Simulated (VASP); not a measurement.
In, 1 atom in the cell. It takes space group Fm-3m (No. 225, cubic). Conventional cell: a = 4.721 Å, b = 4.721 Å, c = 4.721 Å, α = 90.00°, β = 90.00°, γ = 90.00°. In (site symmetry m-3m) has 12 In at 3.34 Å within 4.4 Å. 

```yaml
Program: VASP 6.6.1
Task: single point
Functional: r2SCAN
Potentials_or_basis: VASP PAW PBE potentials, release 64 (In_d)
Cutoff: 520 eV
k_mesh: 16 × 16 × 16
Occupations: gaussian, width 0.05 eV
Spin: no spin polarisation
Dipole_correction: no
Further_INCAR_settings: ALGO = Normal; EDIFF = 1e-07; NBANDS = 12
```

Potentials or basis: VASP PAW PBE potentials, release 64 (In_d).

Launch:

```sh
$ cat potpaw_PBE.64/In_d/POTCAR > POTCAR
$ cp INCAR.step1 INCAR
$ mpirun -np 1 vasp_std > vasp.out
$ cp INCAR.step2 INCAR
$ mpirun -np 1 vasp_std > vasp.out
```

Hardware: 1 thread of Intel Xeon 6975P-C, with other jobs on the host.

Q: Estimate the wall time of this run.

A: Run time: 2.4 min on 1 thread of Intel Xeon 6975P-C, on a shared host, peak memory 0.19 GiB. Counts: k points 145.
